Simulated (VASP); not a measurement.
S: relaxation of cell and atoms with PBE

The system is S.

```
S
1.0
    -1.17742    1.17742    1.17742
     1.17742   -1.17742    1.17742
     1.17742    1.17742   -1.17742
S
1
Direct
  0.00000 0.00000 0.00000
```

```json
{
 "Program": "VASP 6.6.1",
 "Task": "relaxation of cell and atoms",
 "Functional": "PBE",
 "Potentials or basis": "VASP PAW PBE potentials, release 64 (S)",
 "Cutoff": "600 eV",
 "k mesh": "22 × 22 × 22",
 "Occupations": "fermi-dirac, width 0.05 eV",
 "Spin": "no spin polarisation",
 "Target pressure": "390 GPa",
 "Dipole correction": "no",
 "Further INCAR settings": "ALGO = Normal; EDIFF = 1e-06; IBRION = 2; EDIFFG = -0.005; NSW = 32; ISIF = 3"
}
```

* Relaxed volume: 6.49 Å³/atom
* Relaxed cell: a = 2.035 Å, b = 2.035 Å, c = 2.035 Å, α = 109.47°, β = 109.47°, γ = 109.47°
* Space group after relaxing (to 0.05 Å): Im-3m (No. 229)
* Energy change on relaxing (the enthalpy is what falls): +94.6 meV/atom
* Ionic steps: 4
* Pressure after relaxing: 390.0 GPa
* Band gap on the k mesh: zero (band 3 reaches 38.58 eV, above the bottom of band 4 at 15.85 eV)

Step by step:
```csv
step,energy change (eV),largest force (eV/Å),pressure (GPa),volume (Å³)
1,0.0000,0.0000,383.26,6.53
2,0.6490,0.0000,430.11,6.27
3,0.0924,0.0000,389.84,6.49
4,0.0946,0.0000,389.97,6.49
```

Final structure:
```yaml
crystal:
  lattice:
    - [-1.17506, 1.17506, 1.17506]
    - [1.17506, -1.17506, 1.17506]
    - [1.17506, 1.17506, -1.17506]
  atoms:
    - { symbol: S, position: [0.00000, 0.00000, 0.00000] }
```

Levels at points of the mesh, in eV from the Fermi level:
| k point | band 1 | band 2 | band 3 | band 4 | band 5 | band 6 | band 7 |
| --- | --- | --- | --- | --- | --- | --- | --- |
| (0.00, 0.00, 0.00) | -30.82 | 12.10 | 12.10 | 12.10 | 12.73 | 12.73 | 12.73 |
| (0.50, 0.00, 0.00) | -18.64 | -18.04 | 1.81 | 4.47 | 6.38 | 9.88 | 26.33 |
| (0.50, 0.50, 0.50) | -8.42 | -8.42 | -8.42 | -4.16 | -4.16 | -2.36 | 34.31 |

Run time: 6.5 s on 1 thread of Intel(R) Xeon(R) 6975P-C (Granite Rapids), on a shared host, peak memory 0.12 GiB.

Caveat: the cell is relaxed towards a set pressure, so the enthalpy falls and the energy may rise.
